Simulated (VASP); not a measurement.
# BiTe (P1) in VASP: single point with PBE

Aim: the single point of BiTe with PBE.

Program: VASP 6.6.1. These are calculated values, not measurements. Logs are shortened: lines on timing, memory, paths and dates and some standing lists are left out, and cuts for length are marked.

**1. The cell of the first run**

The typed cell holds 4 atoms: a = 5.410 Å, b = 5.455 Å, c = 6.499 Å, α = 87.93°, β = 91.71°, γ = 120.02°.

**2. Single point, PBE (atoms moved at random and the cell strained at random)**

Input file INCAR:

```
PREC = Accurate
ENCUT = 520
EDIFF = 1E-7
ISMEAR = 0
SIGMA = 0.05
LREAL = False
LASPH = True
NELM = 80
ALGO = Normal
ISIF = 2
LWAVE = False
LCHARG = False
GGA = PE
NBANDS = 29
```

Input file KPOINTS:

```
regular mesh
0
Gamma
  8 8 4
```

Input file POSCAR:

```
BiTe
1.0
    5.4091808721     -0.0136455424     -0.0817329314
   -2.7164078224      4.7300389084      0.0992520693
   -0.0956403841      0.0788895317      6.4982552732
Bi Te
2 2
Direct
    0.6877535928      0.3477744872      0.0461013514
    0.3050157605      0.6565884615      0.5344724931
    0.6632269074      0.3267901819      0.5910814559
    0.3440037393      0.6688468694      0.0787446997
```

Potentials or basis: VASP PAW PBE potentials, release 64 (Bi_d, Te).

The run is started by

```sh
cat potpaw_PBE.64/Bi_d/POTCAR potpaw_PBE.64/Te/POTCAR > POTCAR
mpirun -np 1 vasp_std > vasp.out
```

OUTCAR:

```text
PREC = Accurate
   ENCUT = 520
   EDIFF = 1E-7
   ISMEAR = 0
   LREAL = False
   LASPH = True
   NELM = 80
   ISIF = 2
   GGA = PE

 ion  position               nearest neighbor table
   1  0.688  0.348  0.046-   3 2.96   4 3.08   4 3.14   4 3.21   3 3.54
   2  0.305  0.657  0.534-   4 2.97   3 3.03   3 3.20   3 3.24   4 3.54
   3  0.663  0.327  0.591-   1 2.96   2 3.03   2 3.20   2 3.24   1 3.54
   4  0.344  0.669  0.079-   2 2.97   1 3.08   1 3.14   1 3.21   2 3.54

  LATTYP: Found a triclinic cell.
 ALAT       =     5.4554551145
 B/A-ratio  =     0.9955162805
 C/A-ratio  =     1.1913649189
 COS(alpha) =     0.0064699810
 COS(beta)  =     0.0360408387
 COS(gamma) =     0.5061265280

  Lattice vectors:

 A1 = (   2.7164078224,  -4.7300389084,  -0.0992520693)
 A2 = (  -2.6927730497,  -4.7163933660,  -0.0175191379)
 A3 = (   0.0956403841,  -0.0788895317,  -6.4982552732)

Analysis of symmetry for initial positions (statically):
=====================================================================
 Subroutine PRICEL returns:
 Original cell was already a primitive cell.

 Routine SETGRP: Setting up the symmetry group for a
 triclinic supercell.

 Subroutine GETGRP returns: Found  1 space group operations
 (whereof  1 operations were pure point group operations)
 out of a pool of  2 trial point group operations.

The static configuration has the point symmetry C_1 .

Analysis of symmetry for dynamics (positions and initial velocities):
=====================================================================
 Subroutine PRICEL returns:
 Original cell was already a primitive cell.

 Routine SETGRP: Setting up the symmetry group for a
 triclinic supercell.

 Subroutine GETGRP returns: Found  1 space group operations
 (whereof  1 operations were pure point group operations)
 out of a pool of  2 trial point group operations.

The dynamic configuration has the point symmetry C_1 .

 Subroutine INISYM returns: Found  1 space group operations
 (whereof  1 operations are pure point group operations),
 and found     1 'primitive' translations

----------------------------------------------------------------------------------------

                                     Primitive cell

  volume of cell :     165.9594

  direct lattice vectors                    reciprocal lattice vectors
     5.409180872 -0.013645542 -0.081732931     0.185160725  0.106305606  0.001434607
    -2.716407822  4.730038908  0.099252069     0.000495448  0.211753071 -0.002563414
[... 89 lines left out ...]
   EDIFF  = 0.1E-06   stopping-criterion for ELM
   LREAL  =      F    real-space projection
   EDIFFG = 0.1E-05   stopping-criterion for IOM
   NSW    =      0    number of steps for IOM
   IBRION =     -1    ionic relax: 0-MD 1-quasi-New 2-CG
   NFREE  =      0    steps in history (QN), initial steepest desc. (CG)
   ISIF   =      2    stress and relaxation
   ISYM   =      2    0-nonsym 1-usesym 2-fastsym
   POTIM  = 0.5000    time-step for ionic-motion
   TEBEG  =    0.0;   TEEND  =   0.0 temperature during run
   PSTRESS=    0.0 pullay stress
   NELECT =      42.0000    total number of electrons
   NUPDOWN=      -1.0000    fix difference up-down
   EMIN   =  10.00;   EMAX   =-10.00  energy-range for DOS
   EFERMI =   0.00;   METHOD = LEGACY
   ISMEAR =     0;   SIGMA  =   0.05  broadening in eV -4-tet -1-fermi 0-gaus
   EFERMI_NEDOS =   21; number of points for ismear=-14 and -15
   IALGO  =     38    algorithm
   IMIX   =      4    mixing-type and parameters
     AMIX     =   0.40;   BMIX     =  1.00
     AMIX_MAG =   1.60;   BMIX_MAG =  1.00
  volume/ion in A,a.u.               =      41.49       279.99
  Fermi-wavevector in a.u.,A,eV,Ry     =   1.035517  1.956844 14.589468  1.072296
  Thomas-Fermi vector in A             =   2.169864
   LORBIT       =      0    0 simple, 1 ext, 2 COOP (PROOUT), +10 PAW based schemes
   GGA     = PE    functional components
   LHFCALC =     F    Hartree Fock is set to
   AEXX    =    0.0000 exact exchange contribution
   IVDW    =     0    specifies the selected vdW correction
   LEPSILON=     F    determine dielectric tensor
   LRPA    =     F    only Hartree local field effects (RPA)
 non-spin polarized calculation
 Gauss-broadening in eV      SIGMA  =   0.05
  energy-cutoff  :      520.00
  volume of cell :      165.96
 maximum number of plane-waves:      4497
   NGX = 21   NGY = 21   NGZ = 25

 number of electron      42.0000001 magnetization

 Free energy of the ion-electron system (eV)
  ---------------------------------------------------
  ext. energy  EPLUGINS =         0.00000000
  ---------------------------------------------------
  free energy    TOTEN  =       -13.57785207 eV

  energy without entropy =      -13.57455649  energy(sigma->0) =      -13.57620428

 E-fermi :   4.8824     XC(G=0):  -8.2800

 val. band max:        4.8643169832   @ k =  -0.0000   0.3750   0.0000
 cond. band min:       4.8832857242   @ k =  -0.2500   0.2500   0.5000
 fundamental gap:      0.0189687410
 Fermi energy:         4.8823832723

 k-point     1 :       0.0000    0.0000    0.0000
  band No.  band energies     occupation
      1     -18.5384      2.00000
      2     -18.5252      2.00000
      3     -18.5138      2.00000
      4     -18.5109      2.00000
      5     -18.4951      2.00000
      6     -18.4932      2.00000
[... 757 lines left out ...]
     28       9.0676      0.00000
     29      10.3074      0.00000

 [... further k-points ...]

------------------------ aborting loop because EDIFF is reached ----------------------------------------

  FORCE on cell =-STRESS in cart. coord.  units (eV):
  Direction    XX          YY          ZZ          XY          YZ          ZX
  --------------------------------------------------------------------------------------
  -------------------------------------------------------------------------------------
  Total        1.7239996      1.3306905      1.9331743      0.3703791     -0.0454741     -0.1288695
  in kB       16.6435428     12.8465254     18.6629216      3.5756509     -0.4390085     -1.2441096
  external PRESSURE =      16.0509966 kB  Pullay stress =       0.0000000 kB

 VOLUME and BASIS-vectors are now :
 -----------------------------------------------------------------------------
  energy-cutoff  :      520.00
  volume of cell :      165.96
      direct lattice vectors                 reciprocal lattice vectors
     5.409180872 -0.013645542 -0.081732931     0.185160725  0.106305606  0.001434607
    -2.716407822  4.730038908  0.099252069     0.000495448  0.211753071 -0.002563414
    -0.095640384  0.078889532  6.498255273     0.002321324 -0.001897165  0.153944657

 POSITION                                       TOTAL-FORCE (eV/Angst)
 -----------------------------------------------------------------------------------
      2.77108      1.63924      0.27788        -0.060340     -0.015133      0.528602
     -0.18479      3.14369      3.51338         0.076161      0.074270      0.606598
      2.64329      1.58331      3.81923        -0.058756     -0.052154     -0.589191
      0.03639      3.16519      0.54997         0.042934     -0.006982     -0.546008
 -----------------------------------------------------------------------------------
    total drift:                               -0.000086     -0.000265     -0.000334

  FREE ENERGIE OF THE ION-ELECTRON SYSTEM (eV)
  ---------------------------------------------------
  free  energy   TOTEN  =       -13.5778520745 eV

  energy  without entropy=      -13.5745564858  energy(sigma->0) =      -13.57620428
```

OSZICAR:

```text
N       E                     dE             d eps       ncg     rms          rms(c)
DAV:   1     0.389310099357E+03    0.38931E+03   -0.19833E+04  7752   0.140E+03
DAV:   2     0.261385187226E+02   -0.36317E+03   -0.35432E+03  7982   0.362E+02
DAV:   3    -0.120837824795E+02   -0.38222E+02   -0.37552E+02  9736   0.136E+02
DAV:   4    -0.135894966656E+02   -0.15057E+01   -0.15013E+01  8678   0.288E+01
DAV:   5    -0.136648056274E+02   -0.75309E-01   -0.75303E-01 10591   0.618E+00    0.937E+00
DAV:   6    -0.135763755578E+02    0.88430E-01   -0.25791E-01  9472   0.268E+00    0.614E+00
DAV:   7    -0.135809989583E+02   -0.46234E-02   -0.12566E-01  9626   0.161E+00    0.567E-01
DAV:   8    -0.135773067687E+02    0.36922E-02   -0.23939E-02  8520   0.964E-01    0.420E-01
DAV:   9    -0.135777497364E+02   -0.44297E-03   -0.29853E-03  8391   0.306E-01    0.893E-02
DAV:  10    -0.135778121093E+02   -0.62373E-04   -0.17364E-04  9511   0.921E-02    0.398E-02
DAV:  11    -0.135778370214E+02   -0.24912E-04   -0.28583E-05  9227   0.292E-02    0.180E-02
DAV:  12    -0.135778493168E+02   -0.12295E-04   -0.20302E-05  9282   0.208E-02    0.530E-03
DAV:  13    -0.135778508884E+02   -0.15716E-05   -0.12487E-06  8370   0.647E-03    0.222E-03
DAV:  14    -0.135778519166E+02   -0.10281E-05   -0.14096E-06  7025   0.680E-03    0.117E-03
DAV:  15    -0.135778520349E+02   -0.11834E-06   -0.78494E-08  6324   0.160E-03    0.492E-04
DAV:  16    -0.135778520745E+02   -0.39579E-07   -0.14314E-08  4953   0.888E-04
   1 F= -.13577852E+02 E0= -.13576204E+02  d E =-.329559E-02
```

stdout:

```text
POSCAR found type information on POSCAR BiTe
 POSCAR found :  2 types and       4 ions
 scaLAPACK will be used
 LDA part: xc-table for (Slater+PW92), standard interpolation
 POSCAR, INCAR and KPOINTS ok, starting setup
 FFT: planning ... GRIDC
 FFT: planning ... GRID_SOFT
 FFT: planning ... GRID
 WAVECAR not read
 entering main loop
```

It took 10 min on 1 thread of Oxide Virtual Turin-like, shared host; peak memory 0.61 GiB.

Results:

```yaml
Free_energy: -13.5779 eV
Pressure: 1.6 GPa
Largest_force: 0.616 eV/Å
Band_gap_on_the_k_mesh: zero (band 21 reaches 5.54 eV, above the bottom of band 22 at 4.59 eV)
```

Forces in eV/Å, atoms in the order of the input:
```
Bi  -0.060 -0.015  0.529
Bi   0.076  0.074  0.607
Te  -0.059 -0.052 -0.589
Te   0.043 -0.007 -0.546
```

Stress tensor (GPa, compression positive):
```
 1.66  0.36 -0.12
 0.36  1.28 -0.04
-0.12 -0.04  1.87
```

Caveat: the cell differs from its parent crystal (atoms moved at random and the cell strained at random); spin-orbit coupling is left out, which moves the levels of the heavy elements.
